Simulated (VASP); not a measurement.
# Pb (Fm-3m) in VASP: notebook

The runs below take Pb through single point, relaxation of cell and atoms, with PBE.

All numbers are computed with VASP 6.6.1; they aren't measurements. Logs are shortened: lines on timing, memory, paths and dates and some standing lists are left out, and cuts for length are marked.

**1. The cell of the first run**

Symmetry: Fm-3m, No. 225, cubic system. The conventional cell has a = 5.041 Å, b = 5.041 Å, c = 5.041 Å, α = 90.00°, β = 90.00°, γ = 90.00°. Pb (site symmetry m-3m) has 12 Pb at 3.56 Å within 4.7 Å.

**2. Single point, PBE**

INCAR

```
ALGO = Normal ; EDIFF = 1E-6
ENCUT = 520 ; GGA = PE
ISIF = 2 ; ISMEAR = 0
LASPH = True ; LCHARG = True
LELF = True ; LREAL = False
LVHAR = True ; LWAVE = False
NBANDS = 13 ; NELM = 80
PREC = Accurate ; SIGMA = 0.1
```

KPOINTS

```
k-points
0
Gamma
  14 14 14
```

POSCAR

```
Pb
1.0
    0.0000000000      2.5206597233      2.5206597233
    2.5206597233      0.0000000000      2.5206597233
    2.5206597233      2.5206597233      0.0000000000
Pb
1
Direct
    0.0000000000      0.0000000000      0.0000000000
```

Potentials or basis: VASP PAW PBE potentials, release 64 (Pb_d).

Launch:

```console
$ cat potpaw_PBE.64/Pb_d/POTCAR > POTCAR
$ mpirun -np 1 vasp_std > vasp.out
```

OUTCAR:

```text
EDIFF = 1E-6
   ENCUT = 520
   GGA = PE
   ISIF = 2
   ISMEAR = 0
   LASPH = True
   LREAL = False
   NELM = 80
   PREC = Accurate

 ion  position               nearest neighbor table
   1  0.000  0.000  0.000-

  LATTYP: Found a face centered cubic cell.
 ALAT       =     5.0413194466

  Lattice vectors:

 A1 = (   0.0000000000,   2.5206597233,   2.5206597233)
 A2 = (   2.5206597233,   0.0000000000,   2.5206597233)
 A3 = (   2.5206597233,   2.5206597233,   0.0000000000)

Analysis of symmetry for initial positions (statically):
=====================================================================
 Subroutine PRICEL returns:
 Original cell was already a primitive cell.

 Routine SETGRP: Setting up the symmetry group for a
 face centered cubic supercell.

 Subroutine GETGRP returns: Found 48 space group operations
 (whereof 48 operations were pure point group operations)
 out of a pool of 48 trial point group operations.

The static configuration has the point symmetry O_h .

Analysis of symmetry for dynamics (positions and initial velocities):
=====================================================================
 Subroutine PRICEL returns:
 Original cell was already a primitive cell.

 Routine SETGRP: Setting up the symmetry group for a
 face centered cubic supercell.

 Subroutine GETGRP returns: Found 48 space group operations
 (whereof 48 operations were pure point group operations)
 out of a pool of 48 trial point group operations.

The dynamic configuration has the point symmetry O_h .

 Subroutine INISYM returns: Found 48 space group operations
 (whereof 48 operations are pure point group operations),
 and found     1 'primitive' translations

----------------------------------------------------------------------------------------

                                     Primitive cell

  volume of cell :      32.0312

  direct lattice vectors                    reciprocal lattice vectors
     0.000000000  2.520659723  2.520659723    -0.198360769  0.198360769  0.198360769
     2.520659723  0.000000000  2.520659723     0.198360769 -0.198360769  0.198360769
     2.520659723  2.520659723  0.000000000     0.198360769  0.198360769 -0.198360769

  length of vectors
     3.564751167  3.564751167  3.564751167     0.343570929  0.343570929  0.343570929

  position of ions in fractional coordinates (direct lattice)
     0.000000000  0.000000000  0.000000000

  ion indices of the primitive-cell ions
   primitive index   ion index
                 1           1

----------------------------------------------------------------------------------------

 KPOINTS: k-points

Automatic generation of k-mesh.
 Grid dimensions read from file:
 generate k-points for:   14   14   14

 Generating k-lattice:

  Cartesian coordinates                     Fractional coordinates (reciprocal lattice)
    -0.014168626  0.014168626  0.014168626     0.071428571  0.000000000  0.000000000
     0.014168626 -0.014168626  0.014168626     0.000000000  0.071428571  0.000000000
     0.014168626  0.014168626 -0.014168626     0.000000000  0.000000000  0.071428571

  Length of vectors
     0.024540781  0.024540781  0.024540781

  Shift w.r.t. Gamma in fractional coordinates (k-lattice)
     0.000000000  0.000000000  0.000000000

 Subroutine IBZKPT returns following result:
 ===========================================

 Found    104 irreducible k-points:

 Following reciprocal coordinates:
            Coordinates               Weight
  0.000000  0.000000  0.000000      1.000000
  0.071429  0.000000  0.000000      8.000000
  0.142857  0.000000  0.000000      8.000000
  0.214286  0.000000  0.000000      8.000000
  0.285714  0.000000  0.000000      8.000000
  0.357143  0.000000  0.000000      8.000000
[... 16 lines left out ...]
  0.214286  0.142857  0.000000     24.000000
  0.285714  0.142857  0.000000     24.000000
 [... further k-points ...]
   k-points           NKPTS =    104   k-points in BZ     NKDIM =    104   number of bands    NBANDS=     13
   number of dos      NEDOS =    301   number of ions     NIONS =      1
   total plane-waves  NPLWV =  21952
   dimension x,y,z NGX =    28 NGY =   28 NGZ =   28
   dimension x,y,z NGXF=    56 NGYF=   56 NGZF=   56
   ions per type =               1
   NGX,Y,Z   is equivalent  to a cutoff of  13.06, 13.06, 13.06 a.u.
   NGXF,Y,Z  is equivalent  to a cutoff of  26.12, 26.12, 26.12 a.u.
 SYSTEM =  unknown system
   PREC   = accura    normal or accurate (medium, high low for compatibility)
   ISTART =      0    job   : 0-new  1-cont  2-samecut
   ICHARG =      2    charge: 1-file 2-atom 10-const
   ISPIN  =      1    spin polarized calculation?
   LNONCOLLINEAR =      F non collinear calculations
   LSORBIT =      F    spin-orbit coupling
   LASPH  =      T    aspherical Exc in radial PAW
   ENCUT  =  520.0 eV  38.22 Ry    6.18 a.u.   6.63  6.63  6.63*2*pi/ulx,y,z
   NELM   =     80;   NELMIN=  2; NELMDL= -5     # of ELM steps
   EDIFF  = 0.1E-05   stopping-criterion for ELM
   LREAL  =      F    real-space projection
   EDIFFG = 0.1E-04   stopping-criterion for IOM
   NSW    =      0    number of steps for IOM
   IBRION =     -1    ionic relax: 0-MD 1-quasi-New 2-CG
   NFREE  =      0    steps in history (QN), initial steepest desc. (CG)
   ISIF   =      2    stress and relaxation
   ISYM   =      2    0-nonsym 1-usesym 2-fastsym
   POTIM  = 0.5000    time-step for ionic-motion
   TEBEG  =    0.0;   TEEND  =   0.0 temperature during run
   PSTRESS=    0.0 pullay stress
   NELECT =      14.0000    total number of electrons
   NUPDOWN=      -1.0000    fix difference up-down
   EMIN   =  10.00;   EMAX   =-10.00  energy-range for DOS
   EFERMI =   0.00;   METHOD = LEGACY
   ISMEAR =     0;   SIGMA  =   0.10  broadening in eV -4-tet -1-fermi 0-gaus
   EFERMI_NEDOS =   21; number of points for ismear=-14 and -15
   IALGO  =     38    algorithm
   IMIX   =      4    mixing-type and parameters
     AMIX     =   0.40;   BMIX     =  1.00
     AMIX_MAG =   1.60;   BMIX_MAG =  1.00
  volume/ion in A,a.u.               =      32.03       216.16
  Fermi-wavevector in a.u.,A,eV,Ry     =   1.242396  2.347788 21.001234  1.543547
  Thomas-Fermi vector in A             =   2.376752
   LORBIT       =      0    0 simple, 1 ext, 2 COOP (PROOUT), +10 PAW based schemes
   GGA     = PE    functional components
   LHFCALC =     F    Hartree Fock is set to
   AEXX    =    0.0000 exact exchange contribution
   IVDW    =     0    specifies the selected vdW correction
   LEPSILON=     F    determine dielectric tensor
   LRPA    =     F    only Hartree local field effects (RPA)
 non-spin polarized calculation
 Gauss-broadening in eV      SIGMA  =   0.10
  energy-cutoff  :      520.00
  volume of cell :       32.03
 maximum number of plane-waves:       886
   NGX = 13   NGY = 13   NGZ = 13

 number of electron      14.0000003 magnetization

 Free energy of the ion-electron system (eV)
  ---------------------------------------------------
  ext. energy  EPLUGINS =         0.00000000
  ---------------------------------------------------
  free energy    TOTEN  =        -3.56888693 eV

  energy without entropy =       -3.56660611  energy(sigma->0) =       -3.56774652

 E-fermi :   6.6897     XC(G=0):  -9.9245

 val. band max:        6.6827755147   @ k =   0.3571   0.2857   0.0000
 cond. band min:       6.7380580647   @ k =  -0.2857   0.2857   0.0714
 fundamental gap:      0.0552825500
 Fermi energy:         6.6896698398

 k-point     1 :       0.0000    0.0000    0.0000
  band No.  band energies     occupation
      1     -10.3533      2.00000
      2     -10.3533      2.00000
      3     -10.3533      2.00000
      4     -10.2352      2.00000
      5     -10.2352      2.00000
      6      -4.7112      2.00000
      7      13.6750      0.00000
      8      13.6750      0.00000
      9      13.6750      0.00000
     10      16.4069      0.00000
     11      17.3298      0.00000
     12      18.7733      0.00000
     13      18.7733      0.00000

 k-point     2 :       0.0714    0.0000    0.0000
  band No.  band energies     occupation
      1     -10.3532      2.00000
      2     -10.3470      2.00000
      3     -10.3470      2.00000
      4     -10.2356      2.00000
      5     -10.2356      2.00000
      6      -4.6185      2.00000
      7      12.5400      0.00000
      8      13.5591      0.00000
      9      13.5591      0.00000
     10      16.1278      0.00000
     11      17.9116      0.00000
     12      18.9807      0.00000
     13      18.9807      0.00000

 k-point     3 :       0.1429    0.0000    0.0000
  band No.  band energies     occupation
      1     -10.3536      2.00000
      2     -10.3326      2.00000
      3     -10.3326      2.00000
      4     -10.2332      2.00000
      5     -10.2332      2.00000
      6      -4.3409      2.00000
      7      10.4817      0.00000
      8      13.2642      0.00000
      9      13.2642      0.00000
     10      15.7659      0.00000
     11      18.8736      0.00000
     12      19.4363      0.00000
     13      19.4434      0.00000
[... 305 lines left out ...]
 k-point    23 :       0.2143    0.1429    0.0000
  band No.  band energies     occupation
      1     -10.3867      2.00000
      2     -10.2927      2.00000
      3     -10.2866      2.00000
      4     -10.2666      2.00000
      5     -10.2020      2.00000
      6      -3.8804      2.00000
      7       9.7047      0.00000
      8      11.5717      0.00000
      9      11.8253      0.00000
     10      15.1416      0.00000
     11      16.1373      0.00000
     12      20.3232      0.00000
     13      21.3629      0.00000

 k-point    24 :       0.2857    0.1429    0.0000
  band No.  band energies     occupation
      1     -10.3864      2.00000
      2     -10.3035      2.00000
      3     -10.2800      2.00000
      4     -10.2436      2.00000
      5     -10.1760      2.00000
      6      -3.3675      2.00000
      7       7.7983      0.00000
      8      11.1807      0.00000
      9      11.3640      0.00000
     10      14.9711      0.00000
     11      16.4684      0.00000
     12      19.8750      0.00000
     13      20.7768      0.00000

 [... further k-points ...]
[... 5 lines left out ...]
  --------------------------------------------------------------------------------------
  -------------------------------------------------------------------------------------
  Total       -0.0124288     -0.0124288     -0.0124288     -0.0000000      0.0000000      0.0000000
  in kB       -0.6216804     -0.6216804     -0.6216804     -0.0000000      0.0000000      0.0000000
  external PRESSURE =      -0.6216804 kB  Pullay stress =       0.0000000 kB

 VOLUME and BASIS-vectors are now :
 -----------------------------------------------------------------------------
  energy-cutoff  :      520.00
  volume of cell :       32.03
      direct lattice vectors                 reciprocal lattice vectors
     0.000000000  2.520659723  2.520659723    -0.198360769  0.198360769  0.198360769
     2.520659723  0.000000000  2.520659723     0.198360769 -0.198360769  0.198360769
     2.520659723  2.520659723  0.000000000     0.198360769  0.198360769 -0.198360769

 POSITION                                       TOTAL-FORCE (eV/Angst)
 -----------------------------------------------------------------------------------
      0.00000      0.00000      0.00000         0.000000      0.000000      0.000000
 -----------------------------------------------------------------------------------
    total drift:                               -0.000000     -0.000000     -0.000000

  FREE ENERGIE OF THE ION-ELECTRON SYSTEM (eV)
  ---------------------------------------------------
  free  energy   TOTEN  =        -3.5688869257 eV

  energy  without entropy=       -3.5666061076  energy(sigma->0) =       -3.56774652
```

Wall time 37 s (1 thread of Intel Xeon 6975P-C, shared host); peak memory 0.18 GiB.

What came out:

```
Free energy            : -3.5689 eV
Pressure               : -0.1 GPa
Band gap on the k mesh : zero (band 7 reaches 13.68 eV, above the bottom of band 8 at 5.24 eV)
```

Levels at points of the mesh, in eV from the Fermi level:
```
           k point  band 5  band 6  band 7  band 8  band 9  band 10
(0.00, 0.00, 0.00)  -16.92  -11.40    6.99    6.99    6.99     9.72
(0.50, 0.00, 0.00)  -16.81   -8.09   -3.95    5.28    5.28     8.98
(0.50, 0.50, 0.00)  -16.78   -6.80   -3.06    1.98    1.98     5.22
```

Caveat: spin-orbit coupling is left out, which moves the levels of the heavy elements.

**3. Relaxation of cell and atoms, PBE**

This run uses another cell than the first one, of 30.13 Å³/atom, 0.941 times its volume.

INCAR

```
PREC = Accurate
ENCUT = 600
EDIFF = 1E-7
ISMEAR = 0
SIGMA = 0.1
LREAL = F
LASPH = T
NELM = 60
ALGO = Normal
ISIF = 3
LWAVE = F
LCHARG = F
GGA = PE
IBRION = 2
NSW = 100
EDIFFG = -0.005
```

KPOINTS

```
regular mesh
0
Gamma
  14 14 14
```

POSCAR

```
Pb
1.0
    0.0000000000      2.4698000000      2.4698000000
    2.4698000000      0.0000000000      2.4698000000
    2.4698000000      2.4698000000      0.0000000000
Pb
1
Direct
    0.0000000000      0.0000000000      0.0000000000
```

Potentials or basis: VASP PAW PBE potentials, release 64 (Pb_d).

Launch:

```console
$ cat potpaw_PBE.64/Pb_d/POTCAR > POTCAR
$ mpirun -np 1 vasp_std > vasp.out
```

OUTCAR:

```text
PREC = Accurate
   ENCUT = 600
   EDIFF = 1E-7
   ISMEAR = 0
   LREAL = F
   LASPH = T
   NELM = 60
   ISIF = 3
   GGA = PE
   IBRION = 2
   NSW = 100
   EDIFFG = -0.005

 ion  position               nearest neighbor table
   1  0.000  0.000  0.000-

  LATTYP: Found a face centered cubic cell.
 ALAT       =     4.9396000000

  Lattice vectors:

 A1 = (   0.0000000000,   2.4698000000,   2.4698000000)
 A2 = (   2.4698000000,   0.0000000000,   2.4698000000)
 A3 = (   2.4698000000,   2.4698000000,   0.0000000000)

Analysis of symmetry for initial positions (statically):
=====================================================================
 Subroutine PRICEL returns:
 Original cell was already a primitive cell.

 Routine SETGRP: Setting up the symmetry group for a
 face centered cubic supercell.

 Subroutine GETGRP returns: Found 48 space group operations
 (whereof 48 operations were pure point group operations)
 out of a pool of 48 trial point group operations.

The static configuration has the point symmetry O_h .

Analysis of symmetry for dynamics (positions and initial velocities):
=====================================================================
 Subroutine PRICEL returns:
 Original cell was already a primitive cell.

 Routine SETGRP: Setting up the symmetry group for a
 face centered cubic supercell.

 Subroutine GETGRP returns: Found 48 space group operations
 (whereof 48 operations were pure point group operations)
 out of a pool of 48 trial point group operations.

The dynamic configuration has the point symmetry O_h .

 Subroutine INISYM returns: Found 48 space group operations
 (whereof 48 operations are pure point group operations),
 and found     1 'primitive' translations

----------------------------------------------------------------------------------------

                                     Primitive cell

  volume of cell :      30.1311

  direct lattice vectors                    reciprocal lattice vectors
     0.000000000  2.469800000  2.469800000    -0.202445542  0.202445542  0.202445542
     2.469800000  0.000000000  2.469800000     0.202445542 -0.202445542  0.202445542
[... 95 lines left out ...]
   NUPDOWN=      -1.0000    fix difference up-down
   EMIN   =  10.00;   EMAX   =-10.00  energy-range for DOS
   EFERMI =   0.00;   METHOD = LEGACY
   ISMEAR =     0;   SIGMA  =   0.10  broadening in eV -4-tet -1-fermi 0-gaus
   EFERMI_NEDOS =   21; number of points for ismear=-14 and -15
   IALGO  =     38    algorithm
   IMIX   =      4    mixing-type and parameters
     AMIX     =   0.40;   BMIX     =  1.00
     AMIX_MAG =   1.60;   BMIX_MAG =  1.00
  volume/ion in A,a.u.               =      30.13       203.33
  Fermi-wavevector in a.u.,A,eV,Ry     =   1.267980  2.396135 21.875082  1.607773
  Thomas-Fermi vector in A             =   2.401099
   LORBIT       =      0    0 simple, 1 ext, 2 COOP (PROOUT), +10 PAW based schemes
   GGA     = PE    functional components
   LHFCALC =     F    Hartree Fock is set to
   AEXX    =    0.0000 exact exchange contribution
   IVDW    =     0    specifies the selected vdW correction
   LEPSILON=     F    determine dielectric tensor
   LRPA    =     F    only Hartree local field effects (RPA)
 conjugate gradient relaxation of ions
 non-spin polarized calculation
 Gauss-broadening in eV      SIGMA  =   0.10
  energy-cutoff  :      600.00
  volume of cell :       30.13
 maximum number of plane-waves:      1020
   NGX = 13   NGY = 13   NGZ = 13

--------------------------------------- Ionic step        1  -------------------------------------------

 number of electron      13.9999999 magnetization

 Free energy of the ion-electron system (eV)
  ---------------------------------------------------
  ext. energy  EPLUGINS =         0.00000000
  ---------------------------------------------------
  free energy    TOTEN  =        -3.55328917 eV

  energy without entropy =       -3.55118337  energy(sigma->0) =       -3.55223627

 E-fermi :   7.3958     XC(G=0): -10.2152

 val. band max:        7.3949017933   @ k =  -0.2857   0.2857   0.0714
 cond. band min:       7.4085754211   @ k =   0.3571   0.2143   0.0000
 fundamental gap:      0.0136736279
 Fermi energy:         7.3958024669

 k-point     1 :       0.0000    0.0000    0.0000
  band No.  band energies     occupation
      1      -9.7234      2.00000
      2      -9.7234      2.00000
      3      -9.7234      2.00000
      4      -9.5807      2.00000
      5      -9.5807      2.00000
      6      -4.4443      2.00000
      7      14.8217      0.00000
      8      14.8217      0.00000
      9      14.8217      0.00000
     10      17.1204      0.00000
     11      18.7738      0.00000
[... 391 lines left out ...]
--------------------------------------- Ionic step        3  -------------------------------------------

 number of electron      14.0000003 magnetization

 Free energy of the ion-electron system (eV)
  ---------------------------------------------------
  ext. energy  EPLUGINS =         0.00000000
  ---------------------------------------------------
  free energy    TOTEN  =        -3.56855745 eV

  energy without entropy =       -3.56627560  energy(sigma->0) =       -3.56741652

 E-fermi :   6.7003     XC(G=0):  -9.9289

 val. band max:        6.6948020589   @ k =   0.3571   0.2857   0.0000
 cond. band min:       6.7479594467   @ k =  -0.2857   0.2857   0.0714
 fundamental gap:      0.0531573878
 Fermi energy:         6.7002699850

 k-point     1 :       0.0000    0.0000    0.0000
  band No.  band energies     occupation
      1     -10.3435      2.00000
      2     -10.3435      2.00000
      3     -10.3435      2.00000
      4     -10.2252      2.00000
      5     -10.2252      2.00000
      6      -4.7071      2.00000
      7      13.6923      0.00000
      8      13.6923      0.00000
      9      13.6923      0.00000
     10      16.4179      0.00000
     11      17.3519      0.00000
[... 350 lines left out ...]
  FREE ENERGIE OF THE ION-ELECTRON SYSTEM (eV)
  ---------------------------------------------------
  free  energy   TOTEN  =        -3.5685574493 eV

  energy  without entropy=       -3.5662755955  energy(sigma->0) =       -3.56741652

 reached required accuracy - stopping structural energy minimisation
```

CONTCAR:

```text
Pb
   1.00000000000000
     0.0000000000000000    2.5198557441324718    2.5198557441324718
     2.5198557441324718    0.0000000000000000    2.5198557441324718
     2.5198557441324718    2.5198557441324718   -0.0000000000000000
  Pb
     1
Direct
     0.0000000000000000    0.0000000000000000    0.0000000000000000

  0.00000000E+00  0.00000000E+00  0.00000000E+00
```

Wall time 84 s (1 thread of Intel Xeon 6975P-C, shared host); peak memory 0.19 GiB.

What came out:

| Quantity | Value |
| --- | --- |
| Free energy | -3.5686 eV |
| Relaxed volume | 32.00 Å³/atom |
| Relaxed cell | a = 3.564 Å, b = 3.564 Å, c = 3.564 Å, α = 60.00°, β = 60.00°, γ = 60.00° |
| Space group after relaxing (to 0.05 Å) | Fm-3m (No. 225) |
| Energy gained by relaxing | 15.3 meV/atom |
| Ionic steps | 3 |
| Pressure after relaxing | 0.0 GPa |
| Band gap on the k mesh | zero (band 7 reaches 13.69 eV, above the bottom of band 8 at 5.25 eV) |

The path:
```
step  energy change (eV)  largest force (eV/Å)  pressure (GPa)  volume (Å³)
   1              0.0000                0.0000            2.77        30.13
   2             -0.0145                0.0000           -0.54        32.46
   3             -0.0153                0.0000            0.01        32.00
```

Final structure:
```xyz
1
Lattice="0.0000 2.5199 2.5199 2.5199 0.0000 2.5199 2.5199 2.5199 0.0000" Properties=species:S:1:pos:R:3 pbc="T T T"
Pb    0.0000    0.0000    0.0000
```

Caveat: spin-orbit coupling is left out, which moves the levels of the heavy elements.
